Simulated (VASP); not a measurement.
# Si5C4 in VASP: notebook

The runs below take Si5C4 through single point, with PBE.

Program: VASP 6.6.1. These are calculated values, not measurements. Logs are shortened: lines on timing, memory, paths and dates and some standing lists are left out, and cuts for length are marked.

## Step 1: The cell of the first run

The cell holds a slab with vacuum, 9 atoms: a = 3.092 Å, b = 5.074 Å, c = 18.969 Å, α = 90.00°, β = 90.00°, γ = 90.00°.

## Step 2: Single point, PBE, collinear spin

INCAR

```
PREC = Accurate ; ENCUT = 520
EDIFF = 1E-6 ; ISMEAR = 0
SIGMA = 0.05 ; LREAL = F
LASPH = T ; NELM = 150
ALGO = Normal ; ISIF = 2
LWAVE = F ; LCHARG = F
ISPIN = 2 ; MAGMOM = 0 0 0 0 2 0 0 0 0
LORBIT = 11 ; LDIPOL = T
IDIPOL = 3 ; DIPOL = 0.5 0.5 0.325
GGA = PE ; NBANDS = 32
```

KPOINTS

```
Automatic mesh
0
Gamma
  9 5 1
```

POSCAR

```
Si5C4
1.0
    3.0920147377      0.0000000000      0.0000000000
    0.0000000000      5.0738209500      0.0000000000
    0.0000000000      0.0000000000     18.9686852044
Si C
5 4
Direct
    0.0000000000      0.9954360498      0.2108738669
    0.5000000000      0.4954360498      0.2579297257
    0.5000000000      0.9936729075      0.3565277077
    0.0000000000      0.4650510040      0.3853429996
    0.1666666667      0.2904870000      0.4949091690
    0.0000000000      0.6195639502      0.2108738669
    0.5000000000      0.1195639502      0.2579297257
    0.5000000000      0.6250368441      0.3569005348
    0.0000000000      0.1238203333      0.3937376325
```

Potentials or basis: VASP PAW PBE potentials, release 64 (Si, C).

On the command line:

```console
$ cat potpaw_PBE.64/Si/POTCAR potpaw_PBE.64/C/POTCAR > POTCAR
$ mpirun -np 1 vasp_std > vasp.out
```

OUTCAR:

```text
PREC = Accurate
   ENCUT = 520
   EDIFF = 1E-6
   ISMEAR = 0
   LREAL = F
   LASPH = T
   NELM = 150
   ISIF = 2
   ISPIN = 2
   LORBIT = 11
   GGA = PE

 ion  position               nearest neighbor table
   1  0.000  0.995  0.211-   7 1.89   7 1.89   6 1.91   2 3.10   2 3.10   2 3.10   2 3.10
   2  0.500  0.495  0.258-   6 1.89   6 1.89   7 1.91   8 1.99   4 2.87   4 2.87   1 3.10   1 3.10
                             1 3.10   1 3.10   3 3.14
   3  0.500  0.994  0.357-   9 1.82   9 1.82   8 1.87   7 1.98   4 2.90   4 2.90   4 3.14   4 3.14
                             2 3.14
   4  0.000  0.465  0.385-   9 1.74   8 1.83   8 1.83   5 2.32   2 2.87   2 2.87   3 2.90   3 2.90
                             3 3.14   3 3.14
   5  0.167  0.290  0.495-   9 2.16   4 2.32
   6  0.000  0.620  0.211-   2 1.89   2 1.89   1 1.91
   7  0.500  0.120  0.258-   1 1.89   1 1.89   2 1.91   3 1.98
   8  0.500  0.625  0.357-   4 1.83   4 1.83   3 1.87   2 1.99
   9  0.000  0.124  0.394-   4 1.74   3 1.82   3 1.82   5 2.16

  LATTYP: Found a simple orthorhombic cell.
 ALAT       =     3.0920147377
 B/A-ratio  =     1.6409433267
 C/A-ratio  =     6.1347331153

  Lattice vectors:

 A1 = (   3.0920147377,   0.0000000000,   0.0000000000)
 A2 = (   0.0000000000,   5.0738209500,   0.0000000000)
 A3 = (   0.0000000000,   0.0000000000,  18.9686852044)

Analysis of symmetry for initial positions (statically):
=====================================================================
 Subroutine PRICEL returns:
 Original cell was already a primitive cell.

 Routine SETGRP: Setting up the symmetry group for a
 simple orthorhombic supercell.

 Subroutine GETGRP returns: Found  1 space group operations
 (whereof  1 operations were pure point group operations)
 out of a pool of  8 trial point group operations.

The static configuration has the point symmetry C_1 .

Analysis of symmetry for dynamics (positions and initial velocities):
=====================================================================
 Subroutine PRICEL returns:
 Original cell was already a primitive cell.

 Routine SETGRP: Setting up the symmetry group for a
 simple orthorhombic supercell.

 Subroutine GETGRP returns: Found  1 space group operations
 (whereof  1 operations were pure point group operations)
 out of a pool of  8 trial point group operations.

The dynamic configuration has the point symmetry C_1 .

Analysis of structural, dynamic, and magnetic symmetry:
=====================================================================
 Subroutine PRICEL returns:
 Original cell was already a primitive cell.

 Routine SETGRP: Setting up the symmetry group for a
 simple orthorhombic supercell.

 Subroutine GETGRP returns: Found  1 space group operations
 (whereof  1 operations were pure point group operations)
 out of a pool of  8 trial point group operations.

The overall configuration has the point symmetry C_1 .

 Subroutine INISYM returns: Found  1 space group operations
 (whereof  1 operations are pure point group operations),
 and found     1 'primitive' translations

----------------------------------------------------------------------------------------

                                     Primitive cell

  volume of cell :     297.5870

  direct lattice vectors                    reciprocal lattice vectors
     3.092014738  0.000000000  0.000000000     0.323413724  0.000000000  0.000000000
     0.000000000  5.073820950  0.000000000     0.000000000  0.197090124  0.000000000
     0.000000000  0.000000000 18.968685204     0.000000000  0.000000000  0.052718467

  length of vectors
     3.092014738  5.073820950 18.968685204     0.323413724  0.197090124  0.052718467

  position of ions in fractional coordinates (direct lattice)
     0.000000000  0.995436050  0.210873867
     0.500000000  0.495436050  0.257929726
     0.500000000  0.993672907  0.356527708
     0.000000000  0.465051004  0.385343000
     0.166666667  0.290487000  0.494909169
     0.000000000  0.619563950  0.210873867
     0.500000000  0.119563950  0.257929726
     0.500000000  0.625036844  0.356900535
[... 69 lines left out ...]
   dimension x,y,z NGXF=    48 NGYF=   80 NGZF=  288
   ions per type =               5   4
   NGX,Y,Z   is equivalent  to a cutoff of  12.90, 13.11, 12.62 a.u.
   NGXF,Y,Z  is equivalent  to a cutoff of  25.81, 26.21, 25.24 a.u.
 SYSTEM =  unknown system
   PREC   = accura    normal or accurate (medium, high low for compatibility)
   ISTART =      0    job   : 0-new  1-cont  2-samecut
   ICHARG =      2    charge: 1-file 2-atom 10-const
   ISPIN  =      2    spin polarized calculation?
   LNONCOLLINEAR =      F non collinear calculations
   LSORBIT =      F    spin-orbit coupling
   LASPH  =      T    aspherical Exc in radial PAW
   ENCUT  =  520.0 eV  38.22 Ry    6.18 a.u.   5.75  9.43 35.27*2*pi/ulx,y,z
   NELM   =    150;   NELMIN=  2; NELMDL= -5     # of ELM steps
   EDIFF  = 0.1E-05   stopping-criterion for ELM
   LREAL  =      F    real-space projection
[... 7 lines left out ...]
   TEBEG  =    0.0;   TEEND  =   0.0 temperature during run
   PSTRESS=    0.0 pullay stress
   NELECT =      36.0000    total number of electrons
   NUPDOWN=      -1.0000    fix difference up-down
   EMIN   =  10.00;   EMAX   =-10.00  energy-range for DOS
   EFERMI =   0.00;   METHOD = LEGACY
   ISMEAR =     0;   SIGMA  =   0.05  broadening in eV -4-tet -1-fermi 0-gaus
   EFERMI_NEDOS =   21; number of points for ismear=-14 and -15
   IALGO  =     38    algorithm
   IMIX   =      4    mixing-type and parameters
     AMIX     =   0.40;   BMIX     =  1.00
     AMIX_MAG =   1.60;   BMIX_MAG =  1.00
  volume/ion in A,a.u.               =      33.07       223.14
  Fermi-wavevector in a.u.,A,eV,Ry     =   0.809663  1.530041  8.919359  0.655554
  Thomas-Fermi vector in A             =   1.918696
   LORBIT       =     11    0 simple, 1 ext, 2 COOP (PROOUT), +10 PAW based schemes
   GGA     = PE    functional components
   LHFCALC =     F    Hartree Fock is set to
   AEXX    =    0.0000 exact exchange contribution
   IVDW    =     0    specifies the selected vdW correction
   LEPSILON=     F    determine dielectric tensor
   LRPA    =     F    only Hartree local field effects (RPA)
 spin polarized calculation
 Gauss-broadening in eV      SIGMA  =   0.05
  energy-cutoff  :      520.00
  volume of cell :      297.59
 maximum number of plane-waves:      8052
 NGX is ok and might be reduce to    24
   NGX = 11   NGY = 19   NGZ = 71

 number of electron      35.9999997 magnetization       0.4137613

 dipolmoment           0.000000      0.000000     -0.012701 electrons x Angstroem

 Free energy of the ion-electron system (eV)
  ---------------------------------------------------
  ext. energy  EPLUGINS =         0.00000000
  ---------------------------------------------------
  free energy    TOTEN  =       -59.22029201 eV

  energy without entropy =      -59.21759393  energy(sigma->0) =      -59.21894297

 E-fermi :  -0.4238     XC(G=0):  -4.7822

 val. band max:       -0.4404973968   @ k =   0.4444  -0.4000   0.0000
 cond. band min:      -0.3928899870   @ k =   0.2222   0.2000   0.0000
 fundamental gap:      0.0476074098
 Fermi energy:        -0.4238378558

 spin component 1

 k-point     1 :       0.0000    0.0000    0.0000
  band No.  band energies     occupation
      1     -16.1912      1.00000
      2     -14.2072      1.00000
      3     -12.7340      1.00000
      4     -11.0983      1.00000
      5      -9.8179      1.00000
      6      -8.8924      1.00000
[... 748 lines left out ...]
     29       5.9376      0.00000
     30       6.3925      0.00000
 Fermi energy:        -0.4238378558

 spin component 2

 k-point     1 :       0.0000    0.0000    0.0000
  band No.  band energies     occupation
      1     -16.1576      1.00000
      2     -14.1839      1.00000
      3     -12.7074      1.00000
      4     -11.0961      1.00000
      5      -9.7525      1.00000
      6      -8.8282      1.00000
[... 748 lines left out ...]
     29       5.9790      0.00000
     30       6.4680      0.00000
 [bands above 30 left out]

------------------------ aborting loop because EDIFF is reached ----------------------------------------

 vacuum level on the upper side and lower side of the slab       (xc-potential included)        -0.072         0.071

  FORCE on cell =-STRESS in cart. coord.  units (eV):
  Direction    XX          YY          ZZ          XY          YZ          ZX
  --------------------------------------------------------------------------------------
  -------------------------------------------------------------------------------------
  Total        0.0648368      2.8525060     -2.1470719     -0.6215309     -1.1336015     -1.7252320
  in kB        0.3490746     15.3575953    -11.5596118     -3.3462577     -6.1031925     -9.2884697
  external PRESSURE =       1.3823527 kB  Pullay stress =       0.0000000 kB

 VOLUME and BASIS-vectors are now :
 -----------------------------------------------------------------------------
  energy-cutoff  :      520.00
  volume of cell :      297.59
      direct lattice vectors                 reciprocal lattice vectors
     3.092014738  0.000000000  0.000000000     0.323413724  0.000000000  0.000000000
     0.000000000  5.073820950  0.000000000     0.000000000  0.197090124  0.000000000
     0.000000000  0.000000000 18.968685204     0.000000000  0.000000000  0.052718467

 POSITION                                       TOTAL-FORCE (eV/Angst)
 -----------------------------------------------------------------------------------
      0.00000      5.05066      4.00000        -0.021574     -2.081185      1.816486
      1.54601      2.51375      4.89259         0.030411      0.954745     -2.349785
      1.54601      5.04172      6.76286        -0.006841     -1.008491     -1.070605
      0.00000      2.35959      7.30945        -0.198431      3.000069      0.972059
      0.51534      1.47388      9.38778        -0.758228     -0.689403     -0.006116
      0.00000      3.14356      4.00000        -0.021081      1.226280      1.329865
      1.54601      0.60665      4.89259         0.101659      0.272433     -0.489591
      1.54601      3.17133      6.76993         0.163046     -0.216932     -1.279678
      0.00000      0.62824      7.46869         0.711039     -1.457516      1.077365
 -----------------------------------------------------------------------------------
    total drift:                                0.000051     -0.000147      0.000303

  FREE ENERGIE OF THE ION-ELECTRON SYSTEM (eV)
  ---------------------------------------------------
  free  energy   TOTEN  =       -59.2202920132 eV

  energy  without entropy=      -59.2175939321  energy(sigma->0) =      -59.21894297

 vacuum level on the upper side and lower side of the slab         4.490         4.638

 total charge

# of ion       s       p       d       tot
------------------------------------------
    1        0.746   0.867   0.000   1.613
    2        0.710   0.923   0.000   1.634
    3        0.714   0.960   0.000   1.674
    4        0.734   1.042   0.000   1.776
    5        0.877   0.665   0.000   1.542
    6        0.856   1.529   0.000   2.386
    7        0.848   1.635   0.000   2.483
    8        0.851   1.696   0.000   2.547
    9        0.859   1.713   0.000   2.571
--------------------------------------------------
tot          7.194  11.031   0.000  18.225

 magnetization (x)

# of ion       s       p       d       tot
------------------------------------------
    1        0.008   0.030   0.000   0.039
    2        0.001   0.003   0.000   0.004
    3        0.001   0.003   0.000   0.005
    4        0.003   0.036   0.000   0.039
    5        0.007   0.062   0.000   0.068
    6       -0.002  -0.012   0.000  -0.014
    7        0.001   0.002   0.000   0.003
    8        0.002   0.011   0.000   0.013
    9        0.001   0.010   0.000   0.010
--------------------------------------------------
tot          0.021   0.145   0.000   0.166
```

It took 5.9 min on 1 thread of Intel Xeon 6975P-C (Granite Rapids), shared host; peak memory 0.63 GiB.

Results:

```yaml
Free_energy: -59.2203 eV
Largest_force: 3.160 eV/Å
Net_moment: 0.41 μB per cell
Site_moments: Si +0.04, +0.00, +0.01, +0.07 (each value once); C -0.01, +0.00, +0.01 (each value once) μB
Valence_electrons_inside_the_program's_atomic_spheres: Si 1.61, 1.63, 1.67, 1.78, 1.54; C 2.39, 2.48, 2.55, 2.57
```

Forces on the atoms (eV/Å):
```
Si  -0.022 -2.081  1.816
Si   0.030  0.955 -2.350
Si  -0.007 -1.008 -1.071
Si  -0.198  3.000  0.972
Si  -0.758 -0.689 -0.006
C   -0.021  1.226  1.330
C    0.102  0.272 -0.490
C    0.163 -0.217 -1.280
C    0.711 -1.458  1.077
```

Levels at points of the mesh, in eV from the Fermi level:
Spin up:
| k point | band 16 | band 17 | band 18 | band 19 | band 20 | band 21 |
| --- | --- | --- | --- | --- | --- | --- |
| (0.00, 0.00, 0.00) | -0.81 | -0.47 | -0.15 | 1.10 | 2.49 | 3.02 |
Spin down:
```
           k point  band 16  band 17  band 18  band 19  band 20  band 21
(0.00, 0.00, 0.00)    -0.74    -0.47     0.05     1.24     2.55     3.07
```

## Step 3: Single point, PBE, collinear spin

INCAR

```
SYSTEM = Si5C4
  PREC = Accurate
  ENCUT = 520
  EDIFF = 1E-6
  ISMEAR = 0
  SIGMA = 0.05
  LREAL = .FALSE.
  LASPH = .TRUE.
  NELM = 150
  ALGO = Normal
  ISIF = 2
  LWAVE = .FALSE.
  LCHARG = .FALSE.
  ISPIN = 2
  MAGMOM = 0 0 0 0 2 0 0 0 0
  LORBIT = 11
  LDIPOL = .TRUE.
  IDIPOL = 3
  DIPOL = 0.5 0.5 0.325
  GGA = PE
  NBANDS = 32
```

KPOINTS

```
Automatic mesh
0
G
  9 5 1
  0 0 0
```

Changes to POSCAR since step 2:

```diff
@@ -12,3 +12,3 @@
     0.0000000000      0.4650510040      0.3853429996
-    0.1666666667      0.2904870000      0.4949091690
+    0.1666666667      0.1238203333      0.4962078026
     0.0000000000      0.6195639502      0.2108738669
```

Potentials or basis: VASP PAW PBE potentials, release 64 (Si, C).

On the command line:

```console
$ cat potpaw_PBE.64/Si/POTCAR potpaw_PBE.64/C/POTCAR > POTCAR
$ mpirun -np 1 vasp_std > vasp.out
```

Wall time 11 min (1 thread of Intel Xeon Platinum 8488C (Sapphire Rapids), shared host); peak memory 0.63 GiB.

Results (log left out):

| Property | Result |
| --- | --- |
| Free energy | -59.1303 eV |
| Largest force | 2.762 eV/Å |
| Band gap on the k mesh | zero (filled and empty bands overlap) |
| Net moment | 0.03 μB per cell |
| Site moments | Si -0.03, -0.00, +0.01 (each value once); C +0.02, -0.00, +0.01, +0.00 μB |
| Valence electrons inside the program's atomic spheres | Si 1.62, 1.63, 1.68, 1.74, 1.52; C 2.38, 2.48, 2.54, 2.60 |

Forces on the atoms (eV/Å):
```
Si  -0.013 -2.039  1.758
Si   0.020  0.903 -2.610
Si   0.069 -1.121 -2.126
Si   0.138  2.329  1.413
Si  -1.005  0.438  0.013
C    0.014  1.162  1.442
C    0.100  0.290 -0.205
C    0.091 -0.318 -0.423
C    0.586 -1.645  0.738
```

Levels at points of the mesh, in eV from the Fermi level:
Spin up:
| k point | band 14 | band 15 | band 16 | band 17 | band 18 | band 19 | band 20 | band 21 | band 22 | band 23 |
| --- | --- | --- | --- | --- | --- | --- | --- | --- | --- | --- |
| (0.00, 0.00, 0.00) | -2.62 | -2.04 | -0.88 | -0.68 | 0.01 | 0.84 | 1.77 | 2.32 | 3.08 | 3.53 |
Spin down:
| k point | band 14 | band 15 | band 16 | band 17 | band 18 | band 19 | band 20 | band 21 | band 22 | band 23 |
| --- | --- | --- | --- | --- | --- | --- | --- | --- | --- | --- |
| (0.00, 0.00, 0.00) | -2.62 | -2.03 | -0.85 | -0.67 | 0.06 | 0.75 | 1.80 | 2.34 | 3.08 | 3.53 |

## Step 4: Single point, PBE, collinear spin

INCAR

```
  PREC = Accurate
  ENCUT = 520
  EDIFF = 1E-7
  ISMEAR = 0
  SIGMA = 0.05
  LREAL = False
  LASPH = True
  NELM = 150
  ALGO = Normal
  ISIF = 2
  LWAVE = False
  LCHARG = False
  ISPIN = 2
  MAGMOM = 0 0 0 0 2 0 0 0 0
  LORBIT = 11
  LDIPOL = True
  IDIPOL = 3
  DIPOL = 0.5 0.5 0.325
  GGA = PE
  NBANDS = 32
```

KPOINTS

```
Automatic mesh
0
Gamma
  9 5 1
```

Changes to POSCAR since step 3:

```diff
@@ -12,3 +12,3 @@
     0.0000000000      0.4650510040      0.3853429996
-    0.1666666667      0.1238203333      0.4962078026
+    0.3333333333      0.2904870000      0.4916065326
     0.0000000000      0.6195639502      0.2108738669
```

On the command line:

```console
$ cat potpaw_PBE.64/Si/POTCAR potpaw_PBE.64/C/POTCAR > POTCAR
$ mpirun -np 1 vasp_std > vasp.out
```

Run time: 9.4 min. Hardware: 1 thread of AMD EPYC 9R45 (Zen 5), shared host; peak memory 0.61 GiB.

It converged, with:

```
Free energy                                           : -58.7249 eV
Largest force                                         : 3.056 eV/Å
Band gap on the k mesh                                : 0.10 eV (least direct gap 0.29 eV)
Net moment                                            : 0.00 μB per cell
Valence electrons inside the program's atomic spheres : Si 1.61, 1.64, 1.67, 1.75, 1.51; C 2.39, 2.48, 2.55, 2.56
```

Forces in eV/Å, atoms in the order of the input:
```
Si  -0.048 -1.978  1.756
Si   0.046  0.935 -2.488
Si  -0.032 -1.152 -1.205
Si  -0.095  2.525  1.719
Si  -1.075 -0.202 -0.004
C   -0.023  1.112  1.369
C    0.152  0.281 -0.409
C    0.169 -0.124 -1.303
C    0.906 -1.398  0.566
```

Levels at points of the mesh, in eV from the valence-band top:
Spin up:
```tsv
k point	band 14	band 15	band 16	band 17	band 18	band 19	band 20	band 21	band 22	band 23
(0.00, 0.00, 0.00)	-2.24	-1.87	-0.90	-0.60	-0.23	1.01	2.03	2.77	3.48	3.72
```
Spin down:
```tsv
k point	band 16	band 17	band 18	band 19	band 20	band 21
(0.00, 0.00, 0.00)	-0.90	-0.60	-0.23	1.01	2.03	2.77
```

## Step 5: Overview

| cell | gap on the mesh (eV) | moment (μB) | largest force (eV/Å) |
| --- | --- | --- | --- |
| as given, atomic positions A | none | 0.41 | 3.16 |
| as given, atomic positions B | none | 0.03 | 2.76 |
| as given, atomic positions C | 0.10 | 0.00 | 3.06 |

Alike in all rows: task single point; level PBE; potentials or basis VASP PAW PBE potentials, release 64 (Si, C); spin collinear; k mesh 9 × 5 × 1; cutoff (eV) 520; smearing gaussian 0.05 eV.

Absolute energies hang on the potentials; compare differences alone.
